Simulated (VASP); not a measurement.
Set up this calculation in VASP 6.6.1, as the native input.

```
Task                   : single point
Functional             : LDA
Potentials or basis    : VASP PAW LDA potentials, release 64 (Hf_pv, N)
Cutoff                 : 520 eV
k mesh                 : 8 × 8 × 4
Occupations            : methfessel-paxton, width 0.1 eV
Spin                   : no spin polarisation
Dipole correction      : no
Further INCAR settings : ALGO = Normal; EDIFF = 1e-06; NBANDS = 23
```

The structure of HfN lies in POSCAR:

```
HfN
1.0
    3.2103747717      0.0000000000      0.0000000000
   -1.6051873858      2.7802661095      0.0000000000
    0.0000000000      0.0000000000      5.5489358083
Hf N
2 2
Direct
    0.6666666667      0.3333333333      0.7500000000
    0.3333333333      0.6666666667      0.2500000000
    0.0000000000      0.0000000000      0.0000000000
    0.0000000000      0.0000000000      0.5000000000
```

The input as run:

INCAR

```
PREC     = Accurate       # precision mode
ENCUT    = 520            # plane-wave cutoff, eV
EDIFF    = 1E-6           # SCF threshold, eV
ISMEAR   = 1              # smearing method
SIGMA    = 0.1            # smearing width, eV
LREAL    = False          # projectors in reciprocal space
LASPH    = True           # aspherical terms in the spheres
NELM     = 60             # most SCF steps
ALGO     = Normal         # electronic algorithm
ISIF     = 2              # what is computed and relaxed
LWAVE    = False          # write WAVECAR
LCHARG   = True           # write CHGCAR
LELF     = True           # ELF
LVHAR    = True         
NBANDS   = 23             # bands
```

KPOINTS

```
Automatic mesh
0
Gamma
  8 8 4
```

Potentials or basis: VASP PAW LDA potentials, release 64 (Hf_pv, N).

Command:

```bash
$ cat potpaw_LDA.64/Hf_pv/POTCAR potpaw_LDA.64/N/POTCAR > POTCAR
$ mpirun -np 1 vasp_std > vasp.out
```

It gave:

```json
{"Pressure": "-25.7 GPa", "Band gap on the k mesh": "zero (band 15 reaches 8.77 eV, above the bottom of band 16 at 6.70 eV)"}
```

Caveat: spin-orbit coupling is left out, which moves the levels of the heavy elements.

Wall time 44 s on 1 thread of AMD EPYC 7R13 (shared host), peak memory 0.13 GiB.
